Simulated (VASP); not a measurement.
# Si16O (a cell with a defect) in VASP: single point with PBE+D3(BJ)

Aim: the single point of Si16O (a cell with a defect) with PBE+D3(BJ).

Program: VASP 6.6.1. These are calculated values, not measurements. Logs are shortened: lines on timing, memory, paths and dates and some standing lists are left out, and cuts for length are marked.

## Step 1: The cell of the first run

The cell holds a defect, 17 atoms: a = 7.679 Å, b = 7.679 Å, c = 7.679 Å, α = 60.00°, β = 60.00°, γ = 60.00°.

## Step 2: Single point, PBE+D3(BJ), collinear spin, ferromagnetic start

INCAR reads:

```
SYSTEM = Si16O
  PREC = Accurate
  ENCUT = 520
  EDIFF = 1E-7
  ISMEAR = -1
  SIGMA = 0.05
  LREAL = Auto
  LASPH = .True.
  NELM = 150
  ALGO = Normal
  ISIF = 2
  LWAVE = .False.
  LCHARG = .False.
  ISPIN = 2
  MAGMOM = 0 0 0 0 0 0 0 0 0 0 0 0 0 0 0 0 1
  LORBIT = 11
  GGA = PE
  IVDW = 12
  NBANDS = 53
```

KPOINTS reads:

```
Automatic mesh
0
Gamma
  2 2 2
  0 0 0
```

POSCAR reads:

```
Si16O
1.0
    0.0000000000      5.4300000000      5.4300000000
    5.4300000000      0.0000000000      5.4300000000
    5.4300000000      5.4300000000      0.0000000000
Si O
16 1
Direct
    0.0391896869     -0.0860589319     -0.0014364641
    0.1360405157      0.0785267035      0.1100552486
   -0.0011233886     -0.0202578269      0.5018600368
    0.1647145488      0.0716758748      0.6272375691
    0.0222283610      0.4538674033     -0.0322099448
    0.2197790055      0.5577532228      0.0409392265
    0.0638766114      0.4390331492      0.4364917127
    0.1304143646      0.5999355433      0.5893646409
    0.4974309392     -0.0530294659     -0.0121270718
    0.6385819521      0.0798342541      0.0891896869
    0.5100276243      0.0055156538      0.4722007366
    0.6190699816      0.1048710866      0.6228084715
    0.5810865562      0.4368139963     -0.0676058932
    0.6484990792      0.5815930018      0.1062891344
    0.4895303867      0.4639686924      0.4833609576
    0.6118968692      0.6321178637      0.5668508287
    0.8361049724      0.5732320442      0.3843370166
```

Potentials or basis: VASP PAW PBE potentials, release 64 (Si, O).

Command:

```sh
$ cat potpaw_PBE.64/Si/POTCAR potpaw_PBE.64/O/POTCAR > POTCAR
$ mpirun -np 1 vasp_std > vasp.out
```

OUTCAR:

```text
SYSTEM = Si16O
   PREC = Accurate
   ENCUT = 520
   EDIFF = 1E-7
   ISMEAR = -1
   LREAL = Auto
   LASPH = .True.
   NELM = 150
   ISIF = 2
   ISPIN = 2
   LORBIT = 11
   GGA = PE
   IVDW = 12
 IVDW          = 12

 ion  position               nearest neighbor table
   1  0.039  0.914  0.999-   6 2.30   4 2.34   2 2.35  10 2.53
   2  0.136  0.079  0.110-   9 2.27   1 2.35   5 2.36   3 2.47
   3  0.999  0.980  0.502-  12 2.38   8 2.40   4 2.42   2 2.47
   4  0.165  0.072  0.627-  11 2.19   1 2.34   7 2.35   3 2.42
   5  0.022  0.454  0.968-  14 2.35   2 2.36   8 2.38   6 2.40
   6  0.220  0.558  0.041-  13 2.27   1 2.30   5 2.40   7 2.49
   7  0.064  0.439  0.436-  17 1.66   4 2.35   8 2.42   6 2.49  16 2.85
   8  0.130  0.600  0.589-  15 2.25   5 2.38   3 2.40   7 2.42
   9  0.497  0.947  0.988-   2 2.27  14 2.30  12 2.31  10 2.36
  10  0.639  0.080  0.089-  13 2.28   9 2.36  11 2.44   1 2.53
  11  0.510  0.006  0.472-   4 2.19  12 2.26  16 2.37  10 2.44
  12  0.619  0.105  0.623-  15 2.26  11 2.26   9 2.31   3 2.38
  13  0.581  0.437  0.932-   6 2.27  10 2.28  16 2.38  14 2.46
  14  0.648  0.582  0.106-   9 2.30   5 2.35  15 2.38  13 2.46
  15  0.490  0.464  0.483-   8 2.25  12 2.26  16 2.37  14 2.38
  16  0.612  0.632  0.567-  17 1.60  11 2.37  15 2.37  13 2.38   7 2.85
  17  0.836  0.573  0.384-  16 1.60   7 1.66

  LATTYP: Found a face centered cubic cell.
 ALAT       =    10.8600000000

  Lattice vectors:

 A1 = (   0.0000000000,   5.4300000000,   5.4300000000)
 A2 = (   5.4300000000,   0.0000000000,   5.4300000000)
 A3 = (   5.4300000000,   5.4300000000,   0.0000000000)

Analysis of symmetry for initial positions (statically):
=====================================================================
 Subroutine PRICEL returns:
 Original cell was already a primitive cell.

 Routine SETGRP: Setting up the symmetry group for a
 face centered cubic supercell.

 Subroutine GETGRP returns: Found  1 space group operations
 (whereof  1 operations were pure point group operations)
 out of a pool of 48 trial point group operations.

The static configuration has the point symmetry C_1 .

Analysis of symmetry for dynamics (positions and initial velocities):
=====================================================================
 Subroutine PRICEL returns:
 Original cell was already a primitive cell.

 Routine SETGRP: Setting up the symmetry group for a
 face centered cubic supercell.

 Subroutine GETGRP returns: Found  1 space group operations
 (whereof  1 operations were pure point group operations)
 out of a pool of 48 trial point group operations.

The dynamic configuration has the point symmetry C_1 .

Analysis of structural, dynamic, and magnetic symmetry:
=====================================================================
[... 172 lines left out ...]

 E-fermi :   6.1887     XC(G=0):  -9.5479

 val. band max:        6.0378144490   @ k =   0.0000   0.0000   0.0000
 cond. band min:       6.3306722846   @ k =   0.0000   0.0000   0.0000
 fundamental gap:      0.2928578356
 Fermi energy:         6.1886953634

 spin component 1

 k-point     1 :       0.0000    0.0000    0.0000
  band No.  band energies     occupation
      1     -14.9271      1.00000
      2      -5.8816      1.00000
      3      -4.3529      1.00000
      4      -3.8037      1.00000
      5      -3.6703      1.00000
      6      -3.3801      1.00000
[... 389 lines left out ...]
     46      10.1453      0.00000
     47      10.3018      0.00000
 Fermi energy:         6.1886953634

 spin component 2

 k-point     1 :       0.0000    0.0000    0.0000
  band No.  band energies     occupation
      1     -14.9271      1.00000
      2      -5.8816      1.00000
      3      -4.3529      1.00000
      4      -3.8037      1.00000
      5      -3.6703      1.00000
      6      -3.3801      1.00000
[... 389 lines left out ...]
     46      10.1453      0.00000
     47      10.3018      0.00000
 [bands above 47 left out]

------------------------ aborting loop because EDIFF is reached ----------------------------------------

 Edisp (eV)   -5.22210

 E8    (eV) :    -2.1460

  FORCE on cell =-STRESS in cart. coord.  units (eV):
  Direction    XX          YY          ZZ          XY          YZ          ZX
  --------------------------------------------------------------------------------------
  -------------------------------------------------------------------------------------
  Total       3.82216     2.78566     5.95401    -7.40854     4.63227    -4.06240
  in kB      19.12452    13.93829    29.79136   -37.06924    23.17795   -20.32655
  external pressure =       20.95 kB  Pullay stress =        0.00 kB

 VOLUME and BASIS-vectors are now :
 -----------------------------------------------------------------------------
  energy-cutoff  :      520.00
  volume of cell :      320.21
      direct lattice vectors                 reciprocal lattice vectors
     0.000000000  5.430000000  5.430000000    -0.092081031  0.092081031  0.092081031
     5.430000000  0.000000000  5.430000000     0.092081031 -0.092081031  0.092081031
     5.430000000  5.430000000  0.000000000     0.092081031  0.092081031 -0.092081031

 POSITION                                       TOTAL-FORCE (eV/Angst)
 -----------------------------------------------------------------------------------
     10.38490      5.63500      5.17550         0.963040     -1.076696      0.131913
      1.02400      1.33630      1.16510         1.022197     -0.047401     -0.944754
      8.04510      8.14900     10.74390        -0.959988      0.057433      0.416275
      3.79510      4.30030      1.28360         0.911977     -1.947461     -1.385336
      7.71960      5.37580      2.58520        -0.245605      0.078452      0.574830
      3.25090      1.41570      4.22200         0.648966      0.453418     -1.550113
[... 9 lines left out ...]
      6.51040      6.40060      6.75500         1.753267     -0.158965     -1.602654
      5.19960      6.62700      7.65270        -1.431427      0.549853      0.903062
 -----------------------------------------------------------------------------------
    total drift:                                0.000115      0.005181      0.000463

  FREE ENERGIE OF THE ION-ELECTRON SYSTEM (eV)
  ---------------------------------------------------
  free  energy   TOTEN  =       -96.6278371251 eV

  energy  without entropy=      -96.6220965032  energy(sigma->0) =      -96.62496681

 total charge

# of ion       s       p       d       tot
------------------------------------------
    1        0.747   0.926   0.000   1.674
    2        0.741   0.949   0.000   1.690
    3        0.742   0.904   0.000   1.647
    4        0.750   0.977   0.000   1.726
    5        0.743   0.930   0.000   1.674
    6        0.753   0.947   0.000   1.700
[... 9 lines left out ...]
   16        0.746   0.945   0.000   1.691
   17        1.581   3.626   0.000   5.207
--------------------------------------------------
tot         13.517  18.814   0.000  32.330

 magnetization (x)

# of ion       s       p       d       tot
------------------------------------------
    1        0.000   0.000   0.000   0.000
    2       -0.000  -0.000   0.000  -0.000
    3       -0.000   0.000   0.000  -0.000
    4        0.000  -0.000   0.000  -0.000
    5        0.000   0.000   0.000   0.000
    6       -0.000  -0.000   0.000  -0.000
[... 9 lines left out ...]
   16        0.000   0.000   0.000   0.000
   17       -0.000   0.000   0.000   0.000
--------------------------------------------------
tot          0.000   0.000   0.000   0.000
```

OSZICAR:

```text
N       E                     dE             d eps       ncg     rms          rms(c)
DAV:   1     0.193770929912E+03    0.19377E+03   -0.26938E+04  1696   0.109E+03
DAV:   2    -0.741270676211E+02   -0.26790E+03   -0.25205E+03  2071   0.177E+02
[... 11 lines left out ...]
DAV:  14    -0.914057240718E+02   -0.22044E-04   -0.14837E-04  2024   0.626E-02    0.192E-02
DAV:  15    -0.914057315586E+02   -0.74868E-05   -0.79193E-05  2072   0.337E-02    0.998E-03
DAV:  16    -0.914057325789E+02   -0.10204E-05   -0.75426E-06  2464   0.147E-02    0.317E-03
DAV:  17    -0.914057337787E+02   -0.11998E-05   -0.65606E-06  2032   0.987E-03    0.454E-03
DAV:  18    -0.914057335493E+02    0.22945E-06   -0.62691E-07  2264   0.420E-03    0.251E-03
DAV:  19    -0.914057334857E+02    0.63504E-07   -0.71483E-07  1896   0.333E-03
   1 F= -.96627837E+02 E0= -.96624967E+02  d E =-.574062E-02  mag=     0.0000
```

stdout:

```text
POSCAR found type information on POSCAR SiO
 POSCAR found :  2 types and      17 ions
 scaLAPACK will be used
 LDA part: xc-table for (Slater+PW92), standard interpolation
 POSCAR, INCAR and KPOINTS ok, starting setup
 FFT: planning ... GRIDC
 FFT: planning ... GRID_SOFT
 FFT: planning ... GRID
 WAVECAR not read
 entering main loop
```

Wall time 24 min (1 thread of Oxide Virtual Turin-like, shared host); peak memory 0.68 GiB.

What came out:

```
Free energy                                           : -96.6278 eV
Pressure                                              : 2.1 GPa
Largest force                                         : 2.558 eV/Å
Band gap on the k mesh                                : 0.29 eV
Net moment                                            : 0.00 μB per cell
Valence electrons inside the program's atomic spheres : Si 1.67, 1.69, 1.65, 1.73, 1.70, 1.64, 1.66, 1.75, 1.71, 1.68, 1.74 (each value once); O 5.21
Dispersion energy per atom                            : -0.307 eV
```

Forces on the atoms (eV/Å):
```
Si   0.963 -1.077  0.132
Si   1.022 -0.047 -0.945
Si  -0.960  0.057  0.416
Si   0.912 -1.947 -1.385
Si  -0.246  0.078  0.575
Si   0.649  0.453 -1.550
Si  -0.291  0.464  1.473
Si   0.426 -0.965 -1.189
Si   0.347  0.494  0.615
Si  -0.535  1.517  0.045
Si  -2.109  0.030  0.212
Si  -0.580  0.985  0.503
Si   0.395 -0.065  1.484
Si  -0.983  0.044 -0.720
Si   0.666 -0.412  1.034
Si   1.753 -0.159 -1.603
O   -1.431  0.550  0.903
```

Stress tensor (GPa, compression positive):
```
 1.91 -3.71 -2.03
-3.71  1.39  2.32
-2.03  2.32  2.98
```

Caveat: the k points lie up to 0.50 Å⁻¹ apart; the atoms stand as in a frame of molecular dynamics.
